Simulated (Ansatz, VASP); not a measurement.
**Ta in VASP and in Ansatz**

File INCAR:

```
PREC     = Accurate       # precision mode
ENCUT    = 520            # plane-wave cutoff, eV
EDIFF    = 1E-6           # SCF threshold, eV
ISMEAR   = 0              # smearing method
SIGMA    = 0.15           # smearing width, eV
LREAL    = F              # projectors in reciprocal space
LASPH    = T              # aspherical terms in the spheres
NELM     = 80             # most SCF steps
ALGO     = Fast           # electronic algorithm
ISIF     = 2              # what is computed and relaxed
LWAVE    = F              # write WAVECAR
LCHARG   = T              # write CHGCAR
GGA      = PS             # functional
LELF     = T              # ELF
LVHAR    = T            
NBANDS   = 18             # bands
```

File KPOINTS:

```
regular mesh
0
Gamma
  24 24 12
```

Contents of POSCAR:

```
Ta
1.0
    2.8669354486      0.0000000000      0.0000000000
   -1.4334677243      2.4828389295      0.0000000000
    0.0000000000      0.0000000000      5.0150436969
Ta
2
Direct
    0.6666666667      0.3333333333      0.7500000000
    0.3333333333      0.6666666667      0.2500000000
```

Input for Ansatz:

```yaml
crystal:
  lattice:
    - [2.8669354486, 0.0, 0.0]
    - [-1.4334677243, 2.4828389295, 0.0]
    - [0.0, 0.0, 5.0150436969]
  atoms:
    - { symbol: Ta, position: [0.6666666667, 0.3333333333, 0.75] }
    - { symbol: Ta, position: [0.3333333333, 0.6666666667, 0.25] }
basis:
  ecutwfc: 420
kpoints:
  mp_grid: { grid: [24, 24, 12] }
hamiltonian:
  xc: pbesol
scf:
  occupations: { method: gaussian, width: 0.15 }
output:
  forces: true
  stress: true
  eigenvalues: true
```

Change from the starting cell: strain -0.0150 x Voigt [0, 0, 1, 0, 0, 0], atoms carried along.

Alike in both runs: task single point; functional PBEsol; k mesh 24 × 24 × 12; occupations gaussian, width 0.15 eV; no spin polarisation.

```csv
,VASP,Ansatz
version,VASP 6.6.1,Ansatz 0.2.0
potentials or method,"VASP PAW PBE potentials, release 64 (Ta_pv), cutoff 520 eV","scalar-relativistic, plane waves, PAW"
valence electrons in the cell,22,26
```

VASP gave:

| Item | Value |
| --- | --- |
| gap on the k mesh at the Fermi level (eV) | none |
| pressure (GPa) | 3.2 |
| traceless stress, the component that is largest in VASP (GPa) | 1.85 |

**Question.** What did Ansatz give for the same quantities?

**Answer.** gap on the k mesh at the Fermi level (eV): none; pressure (GPa): 3.0; traceless stress, the component that is largest in VASP (GPa): 1.87.

VASP's potentials were made for PBE, not for PBEsol. A gap of «none» marks a metal or a gap that the smearing closes. VASP's potentials hold 22 valence electrons a cell and Ansatz's 26, so a difference there can come from the potentials and not from the codes.

Neither program's run includes spin-orbit coupling.
